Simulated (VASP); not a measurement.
CoCl: single point with PBE

The system is CoCl.

```
Co Cl
1.0
     3.06949    0.00000    0.00000
     0.00000    3.06949    0.00000
     0.00000    0.00000    3.06949
Co Cl
1 1
Direct
  0.00000 0.00000 0.00000
  0.50000 0.50000 0.50000
```

```json
{"Program": "VASP 6.6.1", "Task": "single point", "Functional": "PBE", "Potentials or basis": "VASP PAW PBE potentials, release 64 (Co, Cl)", "Cutoff": "520 eV", "k mesh": "18 × 18 × 18", "Occupations": "gaussian, width 0.1 eV", "Spin": "collinear spin, ferromagnetic start", "Starting moments": "[2.12, 0.15] μB"}
```

The pressure is 0.0 GPa, the band gap on the k mesh is zero (filled and empty bands overlap) and the net moment is 2.00 μB per cell. The site moments are Co +1.91; Cl +0.15 μB. The valence electrons inside the program's atomic spheres are Co 7.81; Cl 5.06.

Levels at points of the mesh, in eV from the Fermi level:
Spin up:
```csv
k point,band 7,band 8,band 9,band 10,band 11,band 12
"(0.00, 0.00, 0.00)",-2.01,-2.01,-2.01,-0.34,6.88,6.88
"(0.50, 0.00, 0.00)",-1.58,-0.88,-0.88,3.59,5.53,7.05
"(0.50, 0.50, 0.00)",-2.41,-2.27,-1.50,0.94,8.64,8.64
"(0.50, 0.50, 0.50)",-0.84,-0.84,-0.84,1.93,1.93,1.93
```
Spin down:
| k point | band 3 | band 4 | band 5 | band 6 | band 7 | band 8 | band 9 | band 10 | band 11 | band 12 |
| --- | --- | --- | --- | --- | --- | --- | --- | --- | --- | --- |
| (0.00, 0.00, 0.00) | -4.06 | -4.06 | -1.84 | -1.84 | -0.10 | -0.02 | -0.02 | -0.02 | 7.26 | 7.26 |
| (0.50, 0.00, 0.00) | -4.08 | -4.08 | -1.34 | 0.09 | 0.14 | 0.78 | 0.78 | 3.65 | 5.94 | 7.05 |
| (0.50, 0.50, 0.00) | -7.41 | -2.95 | -2.21 | -0.56 | -0.56 | -0.45 | 0.31 | 1.90 | 8.77 | 8.77 |
| (0.50, 0.50, 0.50) | -7.00 | -7.00 | 0.34 | 0.34 | 0.99 | 0.99 | 0.99 | 1.96 | 1.96 | 1.96 |

Run time: 2.4 min on 1 thread of Intel(R) Xeon(R) Platinum 8259CL CPU @ 2.50GHz (Skylake/Cascade Lake), on a shared host, peak memory 0.29 GiB.

Caveat: a cell with one magnetic atom can't hold antiferromagnetic order, which such compounds often take; semilocal functionals often make such compounds metallic where correlation or magnetic order opens a gap, which also shifts bond lengths. With open d or f shells a metallic result of PBE can be an artefact of self-interaction; +U or a hybrid may open a gap.
